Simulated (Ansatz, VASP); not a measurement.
## One calculation of Sn, two programs

The input INCAR:

```
SYSTEM = Sn
  PREC = Accurate
  ENCUT = 520
  EDIFF = 1E-6
  ISMEAR = 0
  SIGMA = 0.6
  LREAL = .False.
  LASPH = .True.
  NELM = 80
  ALGO = Normal
  ISIF = 2
  LWAVE = .False.
  LCHARG = .False.
  NBANDS = 21
```

The input KPOINTS:

```
Automatic mesh
0
Gamma
  11 11 8
  0 0 0
```

POSCAR

```
Sn
1.0
   -2.8994216605      2.9008009606      1.5581694818
    2.9008009606     -2.8994216605      1.5581694818
    2.8985835788      2.8985835788     -1.5556411493
Sn
2
Direct
    0.0000164062      0.9999835938      0.0000000000
    0.7499835938      0.2500164062      0.5000000000
```

Input for Ansatz:

```yaml
crystal:
  lattice:
    - [-2.8994216605, 2.9008009606, 1.5581694818]
    - [2.9008009606, -2.8994216605, 1.5581694818]
    - [2.8985835788, 2.8985835788, -1.5556411493]
  atoms:
    - { symbol: Sn, position: [1.64062e-05, 0.9999835938, 0.0] }
    - { symbol: Sn, position: [0.7499835938, 0.2500164062, 0.5] }
hamiltonian:
  xc: lda
  pseudopotentials:
    kind: paw
    azcp:
      Sn: "pseudopotentials/Sn.paw.azcp"
basis:
  ecutwfc: 420
  fft_grid_basis: typed
kpoints:
  mp_grid: { grid: [11, 11, 8], shift: [0, 0, 0] }
magnetization:
  spin_polarized: false
scf:
  occupations: { method: gaussian, width: 0.6 }
  lower_state_search: "off"
output:
  stress: true
```

Alike in both runs: task single point; functional LDA; k mesh 11 × 11 × 8; occupations gaussian, width 0.6 eV; no spin polarisation.

|  | VASP | Ansatz |
| --- | --- | --- |
| version | VASP 6.6.1 | Ansatz 0.2.0 |
| potentials or method | VASP PAW LDA potentials, release 64 (Sn_d), cutoff 520 eV | plane waves (420 eV) with PAW, scalar-relativistic |
| valence electrons in the cell | 28 | 28 |

Ansatz gave:

- pressure (GPa): 0.2

**Question.** Estimate VASP's values.

**Answer.** Pressure (GPa): 0.3.

Ansatz warns that its potentials were made for another functional, while VASP's fit it. LDA's correlation is that of Perdew and Zunger in VASP and of Perdew and Wang (1992) in Ansatz.
